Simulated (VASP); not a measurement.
# Au: single point with LDA

The system is Au.

```xyz
6
Lattice="2.0455 -2.0455 0.0000 2.0455 0.0000 -2.0455 8.1820 8.1820 8.1820" Properties=species:S:1:pos:R:3 pbc="T T T"
Au    4.0910    0.0000    0.0000
Au    0.0000    0.0000    0.0000
Au    4.0910    2.0455    2.0455
Au    8.1820    4.0910    4.0910
Au    4.0910    4.0910    4.0910
Au    8.1820    6.1365    6.1365
```

| Quantity | Value |
| --- | --- |
| Program | VASP 6.6.1 |
| Task | single point |
| Functional | LDA |
| Potentials or basis | VASP PAW LDA potentials, release 64 (Au) |
| Cutoff | 520 eV |
| k mesh | 18 × 18 × 4 |
| Occupations | gaussian, width 0.15 eV |
| Spin | no spin polarisation |

```
Pressure               : -5.2 GPa
Band gap on the k mesh : zero (bands 33 and 34 overlap by 4.93 eV)
```

Levels at points of the mesh, in eV from the Fermi level:
```tsv
k point	band 32	band 33	band 34	band 35	band 36	band 37
(0.00, 0.00, 0.00)	-2.54	-2.54	-1.95	-1.95	-0.98	3.03
(0.50, 0.00, 0.00)	0.65	0.65	0.98	1.12	1.12	3.03
(0.00, 0.00, 0.50)	-2.26	-2.12	-2.12	-2.12	-2.12	4.75
(0.50, 0.00, 0.50)	-0.14	1.02	1.02	1.07	1.07	3.28
```

It took 9.9 min on 1 thread of Oxide Virtual Turin-like Processor, on a shared host, peak memory 0.46 GiB.

Caveat: the cell stands under tension; spin-orbit coupling is left out, which moves the levels of the heavy elements.
